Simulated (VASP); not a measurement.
A run of VASP 6.6.1:

File INCAR:

```
  PREC = Accurate
  ENCUT = 520
  EDIFF = 1E-6
  ISMEAR = -1
  SIGMA = 0.05
  LREAL = False
  LASPH = True
  NELM = 60
  ALGO = Fast
  ISIF = 2
  LWAVE = False
  LCHARG = False
  GGA = PS
  NBANDS = 28
```

The input KPOINTS:

```
regular mesh
0
Gamma
  9 9 3
```

Contents of POSCAR:

```
Ti3Al
1.0
    2.9275422229      0.0000000000      0.0000000000
   -1.4637711114      2.5353259357      0.0000000000
    0.0000000000      0.0000000000      9.2263620000
Ti Al
3 1
Direct
    0.3333333333      0.6666666667      0.2494060000
    0.3333333333      0.6666666667      0.7505940000
    0.6666666667      0.3333333333      0.0000000000
    0.6666666667      0.3333333333      0.5000000000
```

Potentials or basis: VASP PAW PBE potentials, release 64 (Ti_sv, Al).

The run is started by

```console
$ cat potpaw_PBE.64/Ti_sv/POTCAR potpaw_PBE.64/Al/POTCAR > POTCAR
$ mpirun -np 1 vasp_std > vasp.out
```

Hardware: 1 thread of Intel(R) Xeon(R) Platinum 8488C (Sapphire Rapids), with other jobs on the host.

Q: Estimate the wall time of this run.

A: Run time: 2.1 min on 1 thread of Intel(R) Xeon(R) Platinum 8488C (Sapphire Rapids) (shared host), peak memory 0.2 GiB. Counts: scf iterations 41, k points 24.
